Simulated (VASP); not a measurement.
# Mn3Si (Fm-3m) in VASP: notebook, part 2 of 2

VASP 6.6.1. The steps go on from the part before.

**3. Single point, LDA (8.66 Å³/atom)**

This run uses another cell than the first one, of 8.66 Å³/atom.

File INCAR:

```
SYSTEM = Mn3Si
PREC = Accurate
ENCUT = 520
EDIFF = 1E-6
ISMEAR = -1
SIGMA = 0.05
LREAL = .FALSE.
LASPH = .TRUE.
NELM = 80
ALGO = Normal
ISIF = 2
LWAVE = .FALSE.
LCHARG = .FALSE.
GGA = CA
NBANDS = 30
```

File KPOINTS:

```
regular mesh
0
G
  10 10 10
  0 0 0
```

File POSCAR:

```
Mn3Si
1.0
    0.0000000000      2.5877864294      2.5877864294
    2.5877864294      0.0000000000      2.5877864294
    2.5877864294      2.5877864294      0.0000000000
Mn Si
3 1
Direct
    0.5000000000      0.5000000000      0.5000000000
    0.2500000000      0.2500000000      0.2500000000
    0.7500000000      0.7500000000      0.7500000000
    0.0000000000      0.0000000000      0.0000000000
```

Potentials or basis: VASP PAW LDA potentials, release 64 (Mn_pv, Si).

On the command line:

```bash
$ cat potpaw_LDA.64/Mn_pv/POTCAR potpaw_LDA.64/Si/POTCAR > POTCAR
$ mpirun -np 1 vasp_std > vasp.out
```

OUTCAR:

```text
SYSTEM = Mn3Si
   PREC = Accurate
   ENCUT = 520
   EDIFF = 1E-6
   ISMEAR = -1
   LREAL = .FALSE.
   LASPH = .TRUE.
   NELM = 80
   ISIF = 2
   GGA = CA

 ion  position               nearest neighbor table
   1  0.500  0.500  0.500-   2 2.24   3 2.24   2 2.24   2 2.24   2 2.24   3 2.24   3 2.24   3 2.24
                             4 2.59   4 2.59   4 2.59   4 2.59   4 2.59   4 2.59
   2  0.250  0.250  0.250-   1 2.24   4 2.24   4 2.24   4 2.24   4 2.24   1 2.24   1 2.24   1 2.24
                             3 2.59   3 2.59   3 2.59   3 2.59   3 2.59   3 2.59
   3  0.750  0.750  0.750-   1 2.24   4 2.24   1 2.24   1 2.24   1 2.24   4 2.24   4 2.24   4 2.24
                             2 2.59   2 2.59   2 2.59   2 2.59   2 2.59   2 2.59
   4  0.000  0.000  0.000-   2 2.24   3 2.24   3 2.24   3 2.24   3 2.24   2 2.24   2 2.24   2 2.24
                             1 2.59   1 2.59   1 2.59   1 2.59   1 2.59   1 2.59

  LATTYP: Found a face centered cubic cell.
 ALAT       =     5.1755728588

  Lattice vectors:

 A1 = (   0.0000000000,   2.5877864294,   2.5877864294)
 A2 = (   2.5877864294,   0.0000000000,   2.5877864294)
 A3 = (   2.5877864294,   2.5877864294,   0.0000000000)

Analysis of symmetry for initial positions (statically):
=====================================================================
 Subroutine PRICEL returns:
[... 172 lines left out ...]
  energy without entropy =      -36.34991429  energy(sigma->0) =      -36.36756147

 E-fermi :  14.8202     XC(G=0): -15.1528

 val. band max:       14.8200331200   @ k =   0.5000   0.4000   0.1000
 cond. band min:      14.8234081157   @ k =  -0.3000   0.2000   0.0000
 fundamental gap:      0.0033749957
 Fermi energy:        14.8202115780

 k-point     1 :       0.0000    0.0000    0.0000
  band No.  band energies     occupation
      1     -33.6251      2.00000
      2     -33.6251      2.00000
      3     -33.6251      2.00000
      4     -32.8190      2.00000
      5     -32.8190      2.00000
      6     -32.8190      2.00000
[... 781 lines left out ...]
     29      22.4018      0.00000
     30      23.1400      0.00000

 [... further k-points ...]
[... 5 lines left out ...]
  --------------------------------------------------------------------------------------
  -------------------------------------------------------------------------------------
  Total       15.6956393     15.6956393     15.6956393     -0.0000000      0.0000000      0.0000000
  in kB      725.5616232    725.5616232    725.5616232     -0.0000000      0.0000000      0.0000000
  external PRESSURE =     725.5616232 kB  Pullay stress =       0.0000000 kB

 VOLUME and BASIS-vectors are now :
 -----------------------------------------------------------------------------
  energy-cutoff  :      520.00
  volume of cell :       34.66
      direct lattice vectors                 reciprocal lattice vectors
     0.000000000  2.587786429  2.587786429    -0.193215327  0.193215327  0.193215327
     2.587786429  0.000000000  2.587786429     0.193215327 -0.193215327  0.193215327
     2.587786429  2.587786429  0.000000000     0.193215327  0.193215327 -0.193215327

 POSITION                                       TOTAL-FORCE (eV/Angst)
 -----------------------------------------------------------------------------------
      2.58779      2.58779      2.58779        -0.000000      0.000000     -0.000000
      1.29389      1.29389      1.29389        -0.000000     -0.000000     -0.000000
      3.88168      3.88168      3.88168         0.000000      0.000000      0.000000
      0.00000      0.00000      0.00000        -0.000000      0.000000     -0.000000
 -----------------------------------------------------------------------------------
    total drift:                                0.000000      0.000000      0.000000

  FREE ENERGIE OF THE ION-ELECTRON SYSTEM (eV)
  ---------------------------------------------------
  free  energy   TOTEN  =       -36.3852086593 eV

  energy  without entropy=      -36.3499142904  energy(sigma->0) =      -36.36756147
```

Wall time 43 s (1 thread of Intel Xeon Platinum 8488C (Sapphire Rapids), shared host); peak memory 0.16 GiB.

What came out:

```yaml
Free_energy: -36.3852 eV
Pressure: 72.6 GPa
Band_gap_on_the_k_mesh: zero (an odd number of electrons rules out a gap without spin polarisation)
```

Levels at points of the mesh, in eV from the Fermi level:
| k point | band 17 | band 18 | band 19 | band 20 | band 21 | band 22 | band 23 | band 24 | band 25 | band 26 |
| --- | --- | --- | --- | --- | --- | --- | --- | --- | --- | --- |
| (0.00, 0.00, 0.00) | -2.97 | -2.97 | 0.43 | 0.43 | 0.43 | 0.62 | 0.62 | 1.48 | 1.48 | 6.36 |
| (0.50, 0.00, 0.00) | -2.55 | -2.55 | -1.41 | -1.41 | -1.13 | 0.51 | 0.51 | 0.78 | 0.78 | 1.30 |
| (0.50, 0.50, 0.00) | -3.13 | -3.03 | -2.05 | -0.54 | -0.54 | 0.21 | 0.42 | 0.48 | 1.15 | 1.15 |

Caveat: the cell stands under pressure; the run has no spin polarisation, though such a crystal can be magnetic.

**4. Single point, LDA (9.37 Å³/atom)**

This run uses another cell than the first one, of 9.37 Å³/atom.

File INCAR:

```
  PREC = Accurate
  ENCUT = 520
  EDIFF = 1E-7
  ISMEAR = -1
  SIGMA = 0.05
  LREAL = F
  LASPH = T
  NELM = 100
  ALGO = Normal
  ISIF = 2
  LWAVE = F
  LCHARG = F
  NBANDS = 30
```

File KPOINTS:

```
Automatic mesh
0
Gamma
  10 10 10
```

File POSCAR:

```
Mn3Si
1.0
    0.0000000000      2.6559171306      2.6559171306
    2.6559171306      0.0000000000      2.6559171306
    2.6559171306      2.6559171306      0.0000000000
Mn Si
3 1
Direct
    0.5000000000      0.5000000000      0.5000000000
    0.2500000000      0.2500000000      0.2500000000
    0.7500000000      0.7500000000      0.7500000000
    0.0000000000      0.0000000000      0.0000000000
```

On the command line:

```bash
$ cat potpaw_LDA.64/Mn_pv/POTCAR potpaw_LDA.64/Si/POTCAR > POTCAR
$ mpirun -np 1 vasp_std > vasp.out
```

Wall time 44 s (1 thread of Intel Xeon Platinum 8488C (Sapphire Rapids), shared host); peak memory 0.16 GiB.

Results (log left out):

```yaml
Free_energy: -37.2847 eV
Pressure: 32.4 GPa
Band_gap_on_the_k_mesh: zero (an odd number of electrons rules out a gap without spin polarisation)
```

Levels at points of the mesh, in eV from the Fermi level:
```tsv
k point	band 19	band 20	band 21	band 22	band 23	band 24
(0.00, 0.00, 0.00)	0.40	0.40	0.40	0.57	0.57	1.31
(0.50, 0.00, 0.00)	-1.24	-1.24	-1.05	0.45	0.45	0.70
(0.50, 0.50, 0.00)	-1.78	-0.55	-0.55	0.14	0.38	0.44
```

Caveat: the cell stands under pressure; the run has no spin polarisation, though such a crystal can be magnetic.

**5. Summary**

```tsv
cell	gap on the mesh (eV)	pressure (GPa)
a = 3.523 Å, angles 60.0°, 4 atoms	none	157.4
a = 3.660 Å, angles 60.0°, 4 atoms	none	72.6
a = 3.756 Å, angles 60.0°, 4 atoms	none	32.4
```

Alike in all rows: task single point; level LDA; potentials or basis VASP PAW LDA potentials, release 64 (Mn_pv, Si); no spin polarisation; k mesh 10 × 10 × 10; cutoff (eV) 520; smearing fermi-dirac 0.05 eV.

Caveats: the cell stands under pressure; the run has no spin polarisation, though such a crystal can be magnetic.

Absolute energies hang on the potentials; compare differences alone.
